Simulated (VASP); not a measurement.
Set up this calculation in VASP 6.6.1, as the native input.

| Property | Result |
| --- | --- |
| Task | single point |
| Functional | PBE |
| Potentials or basis | VASP PAW PBE potentials, release 64 (Rb_sv, Ho_3, Br), 4f in core |
| Cutoff | 500 eV |
| k mesh | 4 × 4 × 4 |
| Occupations | gaussian, width 0.01 eV |
| Spin | no spin polarisation |
| Dipole correction | no |
| Further INCAR settings | ALGO = Normal; EDIFF = 1e-06; NBANDS = 32 |

The structure of RbHoBr4 lies in POSCAR:

```
RbHoBr4
1.0
    5.5270344124      0.0000000000      0.0000000000
    0.0000000000      5.5270344124      0.0000000000
    0.0000000000      0.0000000000      9.0816754382
Rb Ho Br
1 1 4
Direct
    0.0000000000      0.0000000000      0.0000000000
    0.5000000000      0.5000000000      0.5000000000
    0.5000000000      0.5000000000      0.8039637733
    0.5000000000      0.5000000000      0.1960362267
    0.5000000000      0.0000000000      0.5000000000
    0.0000000000      0.5000000000      0.5000000000
```

The input as run:

INCAR

```
PREC = Accurate ; ENCUT = 500
EDIFF = 1E-6 ; ISMEAR = 0
SIGMA = 0.01 ; LREAL = F
LASPH = T ; NELM = 200
ALGO = Normal ; ISIF = 2
LWAVE = F ; LCHARG = F
GGA = PE ; NBANDS = 32
GGA_COMPAT = F ; LMAXMIX = 6
```

KPOINTS

```
regular mesh
0
Gamma
  4 4 4
```

Potentials or basis: VASP PAW PBE potentials, release 64 (Rb_sv, Ho_3, Br), 4f in core.

Command:

```sh
$ cat potpaw_PBE.64/Rb_sv/POTCAR potpaw_PBE.64/Ho_3/POTCAR potpaw_PBE.64/Br/POTCAR > POTCAR
$ mpirun -np 1 vasp_std > vasp.out
```

It gave:

```json
{
  "Pressure": "0.0 GPa",
  "Largest force": "0.010 eV/Å",
  "Band gap on the k mesh": "3.23 eV"
}
```

Caveat: spin-orbit coupling is left out, which moves the levels of the heavy elements; the 4f electrons are frozen in the core, so they carry no moment and show no levels.

Wall time 4.6 min on 1 thread of Intel(R) Xeon(R) Platinum 8488C (Sapphire Rapids) (shared host), peak memory 0.41 GiB.
